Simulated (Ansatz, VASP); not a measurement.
# One calculation of Rh, two programs

INCAR

```
PREC = Accurate ; ENCUT = 520
EDIFF = 1E-6 ; ISMEAR = 0
SIGMA = 0.15 ; LREAL = F
LASPH = T ; NELM = 60
ALGO = Fast ; ISIF = 2
LWAVE = F ; LCHARG = F
GGA = PS ; NBANDS = 14
```

File KPOINTS:

```
regular mesh
0
Gamma
  30 30 30
```

POSCAR

```
Rh
1.0
    0.0000000000      1.8308950759      2.0139845834
    1.8308950759      0.0000000000      2.0139845834
    1.8308950759      1.8308950759      0.0000000000
Rh
1
Direct
    0.0000000000      0.0000000000      0.0000000000
```

Input for Ansatz:

```yaml
crystal:
  lattice:
    - [0.0, 1.8308950759, 2.0139845834]
    - [1.8308950759, 0.0, 2.0139845834]
    - [1.8308950759, 1.8308950759, 0.0]
  atoms:
    - { symbol: Rh, position: [0.0, 0.0, 0.0] }
basis:
  ecutwfc: 420
kpoints:
  mp_grid: { grid: [30, 30, 30] }
hamiltonian:
  xc: pbesol
scf:
  occupations: { method: gaussian, width: 0.15 }
output:
  forces: true
  stress: true
  eigenvalues: true
```

Alike in both runs: task single point; functional PBEsol; k mesh 30 × 30 × 30; occupations gaussian, width 0.15 eV; no spin polarisation.

```csv
,VASP,Ansatz
version,VASP 6.6.1,Ansatz 0.2.0
potentials or method,"VASP PAW PBE potentials, release 64 (Rh_pv), cutoff 520 eV","scalar-relativistic, plane waves, PAW"
valence electrons in the cell,15,17
```

```csv
,VASP,Ansatz,Ansatz less VASP
gap on the k mesh at the Fermi level (eV),none,none,-
pressure (GPa),1.7,1.7,+0.03
"traceless stress, the component that is largest in VASP (GPa)",-17.19,-17.24,-0.050
```

VASP's potentials were made for PBE, not for PBEsol. A gap of «none» marks a metal or a gap that the smearing closes. VASP's potentials hold 15 valence electrons a cell and Ansatz's 17, so a difference there can come from the potentials and not from the codes.
